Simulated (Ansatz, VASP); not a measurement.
# One calculation of BN, two programs

Contents of POSCAR:

```
BN
1.0
    0.0271950150      1.8130010000      1.8130010000
    1.8401960150      0.0000000000      1.8401960150
    1.8130010000      1.8130010000      0.0271950150
B N
1 1
Direct
    0.0000000000      0.0000000000      0.0000000000
    0.7500000000      0.7500000000      0.7500000000
```

Contents of INCAR.step1:

```
PREC = Accurate
ENCUT = 520
ISMEAR = 0
SIGMA = 0.05
LREAL = False
LASPH = True
NELM = 100
NBANDS = 11
GGA = PE
ALGO = Normal
EDIFF = 1E-4
LWAVE = True
LCHARG = False
```

File INCAR.step2:

```
PREC = Accurate
ENCUT = 520
EDIFF = 1E-6
ISMEAR = 0
SIGMA = 0.05
LREAL = False
LASPH = True
NELM = 100
ALGO = Normal
ISIF = 2
LWAVE = False
LCHARG = False
METAGGA = R2SCAN
LMIXTAU = True
NBANDS = 11
ISTART = 1
```

KPOINTS

```
regular mesh
0
Gamma
  12 12 12
```

Input for Ansatz:

```yaml
crystal:
  lattice:
    - [0.027195015, 1.813001, 1.813001]
    - [1.840196015, 0.0, 1.840196015]
    - [1.813001, 1.813001, 0.027195015]
  atoms:
    - { symbol: B, position: [0.0, 0.0, 0.0] }
    - { symbol: "N", position: [0.75, 0.75, 0.75] }
basis:
  ecutwfc: 500
kpoints:
  mp_grid: { grid: [12, 12, 12] }
hamiltonian:
  xc: r2scan
scf:
  occupations: { method: gaussian, width: 0.05 }
output:
  forces: true
  stress: true
  eigenvalues: true
```

Change from the starting cell: strain +0.0300 x Voigt [0, 0, 0, 0, 1, 0], atoms carried along.

Alike in both runs: task single point; functional r2SCAN; k mesh 12 × 12 × 12; occupations gaussian, width 0.05 eV; no spin polarisation.

|  | VASP | Ansatz |
| --- | --- | --- |
| version | VASP 6.6.1 | Ansatz 0.2.0 |
| potentials or method | VASP PAW PBE potentials, release 64 (B, N), cutoff 520 eV | scalar-relativistic, plane waves, PAW |
| valence electrons in the cell | 8 | 8 |

```tsv
	VASP	Ansatz	Ansatz less VASP
gap on the k mesh at the Fermi level (eV)	4.85	4.87	+0.020
least direct gap on the mesh (eV)	9.02	9.06	+0.035
pressure (GPa)	-3.7	-4.7	-1.07
traceless stress, the component that is largest in VASP (GPa)	-13.65	-13.56	+0.087
rms of the force components (eV/Å)	0.007	0.003	-0.0040
```

VASP's potentials were made for PBE, not for r2SCAN. Atom by atom the forces differ by 0.004 eV/Å (rms over components). With one functional, cell and mesh, what is left measures potentials, basis and numerics.
